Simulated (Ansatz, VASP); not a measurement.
# SrGaI3: VASP beside Ansatz

```
Sr Ga I
1.0
     9.44642    0.00000    0.00000
    -4.72321    8.18084    0.00000
     0.00000    0.00000    5.17311
Sr Ga I
2 2 6
Cartesian
  0.0000 5.4539 3.8798
  4.7232 2.7269 1.2933
  0.0000 0.0000 0.0000
  0.0000 0.0000 2.5866
  4.7232 5.0259 3.8798
  2.7323 1.5775 3.8798
  6.7142 1.5775 3.8798
  0.0000 3.1549 1.2933
  1.9909 6.6034 1.2933
  -1.9909 6.6034 1.2933
```

Alike in both runs: functional PBE; k mesh 3 × 3 × 4; occupations gaussian, width 0.1 eV; no spin polarisation.

Ansatz relaxed the structure, and its values are those at the end. VASP's run is a single point on that final structure, the one shown.

|  | VASP | Ansatz |
| --- | --- | --- |
| version | VASP 6.6.1 | Ansatz 0.2.0 |
| potentials or method | VASP PAW PBE potentials, release 64 (Sr_sv, Ga_d, I), cutoff 520 eV | scalar-relativistic, plane waves, PAW |
| valence electrons in the cell | 88 | 148 |

|  | VASP | Ansatz | Ansatz less VASP |
| --- | --- | --- | --- |
| gap on the k mesh at the Fermi level (eV) | 0.29 | 0.29 | 0.000 |
| least direct gap on the mesh (eV) | 0.42 | 0.43 | +0.007 |
| pressure (GPa) | -0.2 | -0.2 | -0.04 |
| rms of the force components (eV/Å) | 0.006 | 0.009 | +0.0031 |

VASP's potentials hold 88 valence electrons a cell and Ansatz's 148, so a difference there can come from the potentials and not from the codes.

Spin-orbit coupling is off throughout.
